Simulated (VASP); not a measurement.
A run of VASP 6.6.1:

File INCAR:

```
  PREC = Accurate
  ENCUT = 600
  EDIFF = 1E-6
  ISMEAR = 0
  SIGMA = 0.02
  LREAL = F
  LASPH = T
  NELM = 60
  ALGO = Normal
  ISIF = 3
  LWAVE = F
  LCHARG = F
  GGA = PE
  IBRION = 2
  NSW = 100
  EDIFFG = -0.01
```

Contents of KPOINTS:

```
Automatic mesh
0
Gamma
  8 8 8
```

The input POSCAR:

```
Au4S
1.0
    4.6938210269      0.0000000000      0.0000000000
    0.0000000000      4.6938210269      0.0000000000
    0.0000000000      0.0000000000      4.6938210269
S Au
1 4
Direct
    0.0000000000      0.0000000000      0.0000000000
    0.2914196258      0.2914196258      0.2914196258
    0.7085803742      0.7085803742      0.2914196258
    0.7085803742      0.2914196258      0.7085803742
    0.2914196258      0.7085803742      0.7085803742
```

Potentials or basis: VASP PAW PBE potentials, release 64 (S, Au).

The run is started by

```console
$ cat potpaw_PBE.64/S/POTCAR potpaw_PBE.64/Au/POTCAR > POTCAR
$ mpirun -np 1 vasp_std > vasp.out
```

Hardware: 1 thread of Intel(R) Xeon(R) 6975P-C (Granite Rapids), on a shared host.

**Question.** How long does it take, and how much memory?

**Answer.** Wall time 2.7 min on 1 thread of Intel(R) Xeon(R) 6975P-C (Granite Rapids), with other jobs on the host, peak memory 0.32 GiB. Counts: scf iterations 35, k points 35, ion steps 5.
